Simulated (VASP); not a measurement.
## Be: single point with PBE

Be:

```
Be
1.0
     0.00000    1.33648    1.33648
     1.33648    0.00000    1.33648
     1.33648    1.33648    0.00000
Be
1
Cartesian
  0.0000 0.0000 0.0000
```

This isn't the form of Be at room conditions, which is hcp.

```json
{
 "Program": "VASP 6.6.1",
 "Task": "single point",
 "Functional": "PBE",
 "Potentials or basis": "VASP PAW PBE potentials, release 64 (Be)",
 "Cutoff": "600 eV",
 "k mesh": "24 × 24 × 24",
 "Occupations": "fermi-dirac, width 0.05 eV",
 "Spin": "no spin polarisation",
 "Dipole correction": "no",
 "Further INCAR settings": "ALGO = Normal; EDIFF = 1e-06; NBANDS = 7"
}
```

```yaml
Pressure: 140.7 GPa
Band_gap_on_the_k_mesh: zero (bands 1 and 2 overlap by 1.56 eV)
```

Levels at points of the mesh, in eV from the Fermi level:
```tsv
k point	band 1	band 2	band 3	band 4
(0.00, 0.00, 0.00)	-14.79	28.83	28.83	28.83
(0.50, 0.00, 0.00)	-7.77	2.07	24.41	24.41
(0.50, 0.50, 0.00)	-3.89	6.13	13.84	13.84
```

Run time: 3.7 s on 1 thread of Intel(R) Xeon(R) 6975P-C (Granite Rapids), on a shared host, peak memory 0.12 GiB.

Caveat: the cell stands under pressure.
